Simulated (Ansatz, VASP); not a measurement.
# One calculation of CdF2, two programs

File POSCAR:

```
CdF2
1.0
    2.6940000000      2.6940000000      0.0000000000
   -2.6940000000      2.6940000000      0.0000000000
    0.0000000000      2.6940000000      2.6940000000
Cd F
1 2
Direct
    0.0000000000      0.0000000000      0.0000000000
    0.2500000000      0.7500000000      0.5000000000
    0.7500000000      0.2500000000      0.5000000000
```

File INCAR.step1:

```
PREC = Accurate
ENCUT = 770
ISMEAR = 0
SIGMA = 0.01
LREAL = False
LASPH = True
NELM = 120
NBANDS = 24
GGA = PE
ALGO = Normal
EDIFF = 1E-5
LWAVE = True
LCHARG = False
GGA_COMPAT = False
```

Contents of INCAR.step2:

```
PREC = Accurate
ENCUT = 770
EDIFF = 1E-6
ISMEAR = 0
SIGMA = 0.01
LREAL = False
LASPH = True
NELM = 120
ALGO = Normal
ISIF = 2
LWAVE = False
LCHARG = True
METAGGA = R2SCAN
LMIXTAU = True
LELF = True
LVHAR = True
NBANDS = 24
ISTART = 1
GGA_COMPAT = False
```

Contents of KPOINTS:

```
regular mesh
0
Gamma
  8 8 8
```

Input for Ansatz:

```yaml
crystal:
  lattice:
    - [2.694, 2.694, 0.0]
    - [-2.694, 2.694, 0.0]
    - [0.0, 2.694, 2.694]
  atoms:
    - { symbol: Cd, position: [0.0, 0.0, 0.0] }
    - { symbol: F, position: [0.25, 0.75, 0.5] }
    - { symbol: F, position: [0.75, 0.25, 0.5] }
kpoints:
  mp_grid: { grid: [8, 8, 8] }
scf:
  occupations: { method: fixed }
  convergence: { dr2_threshold: 1.0e-10 }
hamiltonian:
  xc: r2scan
  pseudopotentials: { kind: paw }
output:
  forces: true
  stress: true
  eigenstates:
    kpoints:
      - [0.0, 0.0, 0.0]
      - [-0.75, 0.25, -0.25]
      - [-0.75, -0.25, -0.5]
      - [-0.5, -0.5, -0.75]
      - [-0.5, -0.5, -0.5]
      - [-0.5, 0.5, 0.0]
      - [0.0, 0.0, -0.5]
      - [0.0, -0.5, -0.5]
      - [0.0, 0.5, 0.0]
      - [-0.5, 0.0, 0.0]
      - [-0.5, 0.0, -0.5]
  eigenvalues: true
```

Change from the starting cell: unstrained.

Alike in both runs: task single point; functional r2SCAN; k mesh 8 × 8 × 8; no spin polarisation.

|  | VASP | Ansatz |
| --- | --- | --- |
| version | VASP 6.6.1 | Ansatz 0.2.0 |
| potentials or method | VASP PAW PBE potentials, release 64 (Cd_sv_GW, F) | PAW with Ansatz's default frozen-core files, scalar-relativistic |
| plane-wave cutoff (eV) | 770 | 500 |
| occupations | gaussian, width 0.01 eV | fixed |
| valence electrons in the cell | 34 | 34 |

|  | VASP | Ansatz | Ansatz less VASP |
| --- | --- | --- | --- |
| gap on the k mesh at the Fermi level (eV) | 3.79 | 3.79 | +0.006 |
| pressure (GPa) | -0.4 | 0.0 | +0.42 |

VASP's potentials were made for PBE, not for r2SCAN.
